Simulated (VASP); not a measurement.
# SiC (P6_3mc) in VASP: notebook

The runs below take SiC through single point, with PBE.

Program: VASP 6.6.1. These are calculated values, not measurements. Logs are shortened: lines on timing, memory, paths and dates and some standing lists are left out, and cuts for length are marked.

## (1) The cell of the first run

Symmetry: P6_3mc, No. 186, hexagonal system. Conventional cell: a = 3.218 Å, b = 3.218 Å, c = 9.724 Å, α = 90.00°, β = 90.00°, γ = 120.00°. Within 2.4 Å of Si (site symmetry 3m) lie 4 C at 1.83 to 1.96 Å. Within 2.4 Å of Si (site symmetry 3m) lie 4 C at 1.82 to 1.95 Å. C (site symmetry 3m) has 4 Si at 1.83 to 1.95 Å within 2.4 Å. Within 2.4 Å of C (site symmetry 3m) lie 4 Si at 1.82 to 1.96 Å.

## (2) Single point, PBE (strain +0.040 along x and y, -0.040 along z)

INCAR reads:

```
SYSTEM = SiC
PREC = Accurate ; ENCUT = 520
EDIFF = 1E-6 ; ISMEAR = 0
SIGMA = 0.05 ; LREAL = .False.
LASPH = .True. ; NELM = 80
ALGO = Normal ; ISIF = 2
LWAVE = .False. ; LCHARG = .False.
GGA = PE ; NBANDS = 26
```

KPOINTS reads:

```
regular mesh
0
Gamma
  12 12 4
  0 0 0
```

POSCAR reads:

```
SiC
1.0
    3.2178849880      0.0000000000      0.0000000000
   -1.6089424940      2.7867701460      0.0000000000
    0.0000000000      0.0000000000      9.7241656306
Si C
4 4
Direct
    0.6666666667      0.3333333333      0.9378441878
    0.3333333333      0.6666666667      0.4378441878
    0.0000000000      0.0000000000      0.6878995565
    0.0000000000      0.0000000000      0.1878995565
    0.6666666667      0.3333333333      0.7498074459
    0.3333333333      0.6666666667      0.2498074459
    0.0000000000      0.0000000000      0.5004478098
    0.0000000000      0.0000000000      0.0004478098
```

Potentials or basis: VASP PAW PBE potentials, release 64 (Si, C).

Command:

```bash
$ cat potpaw_PBE.64/Si/POTCAR potpaw_PBE.64/C/POTCAR > POTCAR
$ mpirun -np 1 vasp_std > vasp.out
```

OUTCAR:

```text
SYSTEM = SiC
   PREC = Accurate
   ENCUT = 520
   EDIFF = 1E-6
   ISMEAR = 0
   LREAL = .False.
   LASPH = .True.
   NELM = 80
   ISIF = 2
   GGA = PE

 ion  position               nearest neighbor table
   1  0.667  0.333  0.938-   5 1.83   8 1.96   8 1.96   8 1.96   3 3.06   3 3.06   3 3.06   4 3.06
                             4 3.06   4 3.06
   2  0.333  0.667  0.438-   6 1.83   7 1.96   7 1.96   7 1.96   4 3.06   4 3.06   4 3.06   3 3.06
                             3 3.06   3 3.06
   3  0.000  0.000  0.688-   7 1.82   5 1.95   5 1.95   5 1.95   1 3.06   1 3.06   1 3.06   2 3.06
                             2 3.06   2 3.06
   4  0.000  0.000  0.188-   8 1.82   6 1.95   6 1.95   6 1.95   2 3.06   2 3.06   2 3.06   1 3.06
                             1 3.06   1 3.06
   5  0.667  0.333  0.750-   1 1.83   3 1.95   3 1.95   3 1.95
   6  0.333  0.667  0.250-   2 1.83   4 1.95   4 1.95   4 1.95
   7  0.000  0.000  0.500-   3 1.82   2 1.96   2 1.96   2 1.96
   8  0.000  0.000  0.000-   4 1.82   1 1.96   1 1.96   1 1.96

  LATTYP: Found a hexagonal cell.
 ALAT       =     3.2178849880
 C/A-ratio  =     3.0219121152

  Lattice vectors:

 A1 = (   3.2178849880,   0.0000000000,   0.0000000000)
 A2 = (  -1.6089424940,   2.7867701460,   0.0000000000)
 A3 = (   0.0000000000,   0.0000000000,   9.7241656306)

Analysis of symmetry for initial positions (statically):
=====================================================================
 Subroutine PRICEL returns:
 Original cell was already a primitive cell.

 Routine SETGRP: Setting up the symmetry group for a
 hexagonal supercell.

 Subroutine GETGRP returns: Found 12 space group operations
 (whereof  6 operations were pure point group operations)
 out of a pool of 24 trial point group operations.

The static configuration has the point symmetry C_3v.
 The point group associated with its full space group is C_6v.

Analysis of symmetry for dynamics (positions and initial velocities):
=====================================================================
 Subroutine PRICEL returns:
 Original cell was already a primitive cell.

 Routine SETGRP: Setting up the symmetry group for a
 hexagonal supercell.

 Subroutine GETGRP returns: Found 12 space group operations
 (whereof  6 operations were pure point group operations)
 out of a pool of 24 trial point group operations.

The dynamic configuration has the point symmetry C_3v.
 The point group associated with its full space group is C_6v.

 Subroutine INISYM returns: Found 12 space group operations
 (whereof  6 operations are pure point group operations),
[... 109 lines left out ...]
   LREAL  =      F    real-space projection
   EDIFFG = 0.1E-04   stopping-criterion for IOM
   NSW    =      0    number of steps for IOM
   IBRION =     -1    ionic relax: 0-MD 1-quasi-New 2-CG
   NFREE  =      0    steps in history (QN), initial steepest desc. (CG)
   ISIF   =      2    stress and relaxation
   ISYM   =      2    0-nonsym 1-usesym 2-fastsym
   POTIM  = 0.5000    time-step for ionic-motion
   TEBEG  =    0.0;   TEEND  =   0.0 temperature during run
   PSTRESS=    0.0 pullay stress
   NELECT =      32.0000    total number of electrons
   NUPDOWN=      -1.0000    fix difference up-down
   EMIN   =  10.00;   EMAX   =-10.00  energy-range for DOS
   EFERMI =   0.00;   METHOD = LEGACY
   ISMEAR =     0;   SIGMA  =   0.05  broadening in eV -4-tet -1-fermi 0-gaus
   EFERMI_NEDOS =   21; number of points for ismear=-14 and -15
   IALGO  =     38    algorithm
   IMIX   =      4    mixing-type and parameters
     AMIX     =   0.40;   BMIX     =  1.00
     AMIX_MAG =   1.60;   BMIX_MAG =  1.00
  volume/ion in A,a.u.               =      10.90        73.56
  Fermi-wavevector in a.u.,A,eV,Ry     =   1.172061  2.214874 18.690685  1.373727
  Thomas-Fermi vector in A             =   2.308495
   LORBIT       =      0    0 simple, 1 ext, 2 COOP (PROOUT), +10 PAW based schemes
   GGA     = PE    functional components
   LHFCALC =     F    Hartree Fock is set to
   AEXX    =    0.0000 exact exchange contribution
   IVDW    =     0    specifies the selected vdW correction
   LEPSILON=     F    determine dielectric tensor
   LRPA    =     F    only Hartree local field effects (RPA)
 non-spin polarized calculation
 Gauss-broadening in eV      SIGMA  =   0.05
  energy-cutoff  :      520.00
  volume of cell :       87.20
 maximum number of plane-waves:      2388
 NGX is ok and might be reduce to    24
   NGX = 11   NGY = 11   NGZ = 37

 number of electron      32.0000002 magnetization

 Free energy of the ion-electron system (eV)
  ---------------------------------------------------
  ext. energy  EPLUGINS =         0.00000000
  ---------------------------------------------------
  free energy    TOTEN  =       -59.58311622 eV

  energy without entropy =      -59.58311622  energy(sigma->0) =      -59.58311622

 E-fermi :   8.0018     XC(G=0): -11.1205

 val. band max:        7.7264885307   @ k =   0.0000   0.0000   0.0000
 cond. band min:       9.5051872429   @ k =   0.5000  -0.0000   0.0000
 fundamental gap:      1.7786987121
 Fermi energy:         8.0017503193

 k-point     1 :       0.0000    0.0000    0.0000
  band No.  band energies     occupation
      1      -7.4966      2.00000
      2      -6.2318      2.00000
      3      -6.1617      2.00000
      4      -3.4986      2.00000
      5      -0.5890      2.00000
      6       3.8360      2.00000
[... 685 lines left out ...]
     25      16.0485      0.00000
     26      16.3267      0.00000

 [... further k-points ...]
[... 5 lines left out ...]
  --------------------------------------------------------------------------------------
  -------------------------------------------------------------------------------------
  Total      -10.6273243    -10.6273243     11.8272001      0.0000000      0.0000000      0.0000000
  in kB     -195.2587481   -195.2587481    217.3043963      0.0000000      0.0000000      0.0000000
  external PRESSURE =     -57.7377000 kB  Pullay stress =       0.0000000 kB

 VOLUME and BASIS-vectors are now :
 -----------------------------------------------------------------------------
  energy-cutoff  :      520.00
  volume of cell :       87.20
      direct lattice vectors                 reciprocal lattice vectors
     3.217884988  0.000000000  0.000000000     0.310763127  0.179419175  0.000000000
    -1.608942494  2.786770146  0.000000000     0.000000000  0.358838350  0.000000000
     0.000000000  0.000000000  9.724165631     0.000000000  0.000000000  0.102836586

 POSITION                                       TOTAL-FORCE (eV/Angst)
 -----------------------------------------------------------------------------------
      1.60894      0.92892      9.11975         0.000000     -0.000000      0.820194
     -0.00000      1.85785      4.25767        -0.000000      0.000000      0.820194
      0.00000      0.00000      6.68925        -0.000000      0.000000      0.917857
      0.00000      0.00000      1.82717         0.000000     -0.000000      0.917857
      1.60894      0.92892      7.29125        -0.000000     -0.000000     -0.915630
     -0.00000      1.85785      2.42917         0.000000     -0.000000     -0.915630
      0.00000      0.00000      4.86644         0.000000     -0.000000     -0.822421
      0.00000      0.00000      0.00435         0.000000     -0.000000     -0.822421
 -----------------------------------------------------------------------------------
    total drift:                               -0.000000     -0.000000     -0.000508

  FREE ENERGIE OF THE ION-ELECTRON SYSTEM (eV)
  ---------------------------------------------------
  free  energy   TOTEN  =       -59.5831162166 eV

  energy  without entropy=      -59.5831162166  energy(sigma->0) =      -59.58311622
```

OSZICAR:

```text
N       E                     dE             d eps       ncg     rms          rms(c)
DAV:   1     0.688848160061E+02    0.68885E+02   -0.14260E+04  2964   0.111E+03
DAV:   2    -0.598481451421E+02   -0.12873E+03   -0.11941E+03  3964   0.186E+02
DAV:   3    -0.665830735021E+02   -0.67349E+01   -0.66852E+01  4042   0.399E+01
DAV:   4    -0.666721996377E+02   -0.89126E-01   -0.89003E-01  3816   0.536E+00
DAV:   5    -0.666738465276E+02   -0.16469E-02   -0.16458E-02  3964   0.692E-01    0.168E+01
DAV:   6    -0.597332945709E+02    0.69406E+01   -0.18952E+01  3670   0.189E+01    0.747E+00
DAV:   7    -0.596171782025E+02    0.11612E+00   -0.19713E+00  4026   0.632E+00    0.331E+00
DAV:   8    -0.595849600583E+02    0.32218E-01   -0.10738E-01  3646   0.160E+00    0.105E+00
DAV:   9    -0.595824604588E+02    0.24996E-02   -0.17815E-02  3734   0.730E-01    0.181E-01
DAV:  10    -0.595830270593E+02   -0.56660E-03   -0.19409E-03  3694   0.222E-01    0.825E-02
DAV:  11    -0.595831161187E+02   -0.89059E-04   -0.22620E-04  3494   0.878E-02    0.225E-02
DAV:  12    -0.595831147540E+02    0.13647E-05   -0.13041E-05  3926   0.200E-02    0.925E-03
DAV:  13    -0.595831160158E+02   -0.12618E-05   -0.36478E-06  3456   0.106E-02    0.199E-03
DAV:  14    -0.595831162166E+02   -0.20085E-06   -0.34173E-07  1792   0.313E-03
   1 F= -.59583116E+02 E0= -.59583116E+02  d E =-.336930E-17
```

stdout:

```text
POSCAR found type information on POSCAR SiC
 POSCAR found :  2 types and       8 ions
 scaLAPACK will be used
 LDA part: xc-table for (Slater+PW92), standard interpolation
 POSCAR, INCAR and KPOINTS ok, starting setup
 FFT: planning ... GRIDC
 FFT: planning ... GRID_SOFT
 FFT: planning ... GRID
 WAVECAR not read
 entering main loop
```

Wall time 83 s (1 thread of Intel Xeon 6975P-C, shared host); peak memory 0.24 GiB.

Results:

```yaml
Free_energy: -59.5831 eV
Pressure: -5.8 GPa
Largest_force: 0.918 eV/Å
Band_gap_on_the_k_mesh: 1.78 eV, indirect (least direct gap 2.85 eV)
```

Forces in eV/Å, atoms in the order of the input:
```
Si   0.000  0.000  0.820
Si   0.000  0.000  0.820
Si   0.000  0.000  0.918
Si   0.000  0.000  0.918
C    0.000  0.000 -0.916
C    0.000  0.000 -0.916
C    0.000  0.000 -0.822
C    0.000  0.000 -0.822
```

Stress tensor (GPa, compression positive):
```
-19.53   0.00   0.00
  0.00 -19.53   0.00
  0.00   0.00  21.73
```

Caveat: the cell differs from its parent crystal (strain +0.040 along x and y, -0.040 along z).

(Part 1 of 2 ends here.)
